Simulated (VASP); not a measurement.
Here is a VASP 6.6.1 calculation.

Contents of INCAR:

```
ALGO = Normal
EDIFF = 1E-6
ENCUT = 520
GGA = PE
ISIF = 2
ISMEAR = 0
LASPH = T
LCHARG = F
LREAL = Auto
LWAVE = F
NBANDS = 48
NELECT = 66.0
NELM = 60
PREC = Accurate
SIGMA = 0.02
```

KPOINTS

```
k-points
0
Gamma
  2 2 2
```

POSCAR

```
LiSi16
1.0
    0.0000000000      5.4300000000      5.4300000000
    5.4300000000      0.0000000000      5.4300000000
    5.4300000000      5.4300000000      0.0000000000
Si Li
16 1
Direct
   -0.0030347145     -0.0026929098      0.0062916206
    0.1268423573      0.1271839779      0.1190200737
    0.0051644567      0.0055064457      0.4926011050
    0.1211747698      0.1215169429      0.6336662983
    0.0090670350      0.5011128913     -0.0134237569
    0.1268405157      0.6248252302      0.1190197053
    0.0051629834      0.4946022099      0.4926027624
    0.1408748619      0.6240697053      0.6088588398
    0.5007711786      0.0094091160     -0.0134242173
    0.6244834254      0.1271821363      0.1190197053
    0.4942600368      0.0055049724      0.4926025783
    0.6237278085      0.1412173112      0.6088581952
    0.5007700737      0.5011116943     -0.0134188766
    0.6318174954      0.6321594843      0.1017335175
    0.5087442910      0.5090866483      0.4709590239
    0.6237269797      0.6240686004      0.6088641805
    0.7651943831      0.7655372928      0.7016124309
```

Potentials or basis: VASP PAW PBE potentials, release 64 (Si, Li_sv).

Run with:

```sh
$ cat potpaw_PBE.64/Si/POTCAR potpaw_PBE.64/Li_sv/POTCAR > POTCAR
$ mpirun -np 1 vasp_std > vasp.out
```

(1) Predict the largest force.

Answers

(1) 0.395 eV/Å.

Caveat: the k points lie up to 0.50 Å⁻¹ apart; the cell carries a net charge on a neutralising background, which shifts energy and pressure.
